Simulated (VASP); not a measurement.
Input of a VASP 6.6.1 run:

File POSCAR:

```
ZnS
1.0
    0.0000000000      2.7046500000      2.7046500000
    2.7046500000      0.0000000000      2.7046500000
    2.7046500000      2.7046500000      0.0000000000
Zn S
1 1
Direct
   -0.0831900616     -0.0831900616      0.0831900616
    0.7500000000      0.7500000000      0.7500000000
```

The input INCAR.step1:

```
SYSTEM = ZnS
PREC = Accurate
ENCUT = 520
ISMEAR = 0
SIGMA = 0.05
LREAL = .False.
LASPH = .True.
NELM = 100
NBANDS = 16
GGA = PE
ALGO = Normal
EDIFF = 1E-4
LWAVE = .True.
LCHARG = .False.
```

File INCAR.step2:

```
SYSTEM = ZnS
PREC = Accurate
ENCUT = 520
EDIFF = 1E-6
ISMEAR = 0
SIGMA = 0.05
LREAL = .False.
LASPH = .True.
NELM = 100
ALGO = Normal
ISIF = 2
LWAVE = .False.
LCHARG = .False.
METAGGA = R2SCAN
LMIXTAU = .True.
NBANDS = 16
ISTART = 1
```

Contents of KPOINTS:

```
Automatic mesh
0
Gamma
  8 8 8
  0 0 0
```

Potentials or basis: VASP PAW PBE potentials, release 64 (Zn, S).

Launch:

```bash
$ cat potpaw_PBE.64/Zn/POTCAR potpaw_PBE.64/S/POTCAR > POTCAR
$ cp INCAR.step1 INCAR
$ mpirun -np 1 vasp_std > vasp.out
$ cp INCAR.step2 INCAR
$ mpirun -np 1 vasp_std > vasp.out
```

(1) Predict the band gap on the k mesh.

(2) Estimate the pressure.

(3) What does it give for the largest force?

Results:

(1) 2.61 eV.

(2) 5.6 GPa.

(3) 2.251 eV/Å.

Caveat: the cell differs from its parent crystal (atom 1 (Zn) moved by (+0.000, -0.450) A along [1 1 0] and z); the stress differs along the axes, from 1 to 8 GPa; the PAW data sets were made with another functional, which shifts forces and pressure a little.
